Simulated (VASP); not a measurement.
Write the native input for VASP 6.6.1 that does the following.

* Task: single point
* Functional: PBE
* Dispersion: D3(BJ)
* Potentials or basis: VASP PAW PBE potentials, release 64 (Cu)
* Cutoff: 520 eV
* k mesh: 20 × 20 × 20
* Occupations: gaussian, width 0.1 eV
* Spin: no spin polarisation
* Dipole correction: no
* Further INCAR settings: ALGO = Normal; EDIFF = 1e-06; NBANDS = 12

The structure of Cu lies in POSCAR:

```
Cu
1.0
    0.0000000000      1.7816857846      1.7816857846
    1.7816857846      0.0000000000      1.7816857846
    1.7816857846      1.7816857846      0.0000000000
Cu
1
Direct
    0.0000000000      0.0000000000      0.0000000000
```

The input as run:

INCAR

```
PREC     = Accurate       # precision mode
ENCUT    = 520            # plane-wave cutoff, eV
EDIFF    = 1E-6           # SCF threshold, eV
ISMEAR   = 0              # smearing method
SIGMA    = 0.1            # smearing width, eV
LREAL    = False          # projectors in reciprocal space
LASPH    = True           # aspherical terms in the spheres
NELM     = 100            # most SCF steps
ALGO     = Normal         # electronic algorithm
ISIF     = 2              # what is computed and relaxed
LWAVE    = False          # write WAVECAR
LCHARG   = True           # write CHGCAR
GGA      = PE             # functional
IVDW     = 12             # dispersion correction
LELF     = True           # ELF
LVHAR    = True         
NBANDS   = 12             # bands
```

KPOINTS

```
Automatic mesh
0
Gamma
  20 20 20
```

Potentials or basis: VASP PAW PBE potentials, release 64 (Cu).

Run with:

```console
$ cat potpaw_PBE.64/Cu/POTCAR > POTCAR
$ mpirun -np 1 vasp_std > vasp.out
```

Results of the run:

```
Pressure                   : 0.5 GPa
Dispersion energy per atom : -0.610 eV
```

Caveat: pairwise dispersion overbinds metals, which lowers pressure and volume.

Run time: 13 s on 1 thread of Intel(R) Xeon(R) 6975P-C (Granite Rapids) (shared host), peak memory 0.15 GiB.
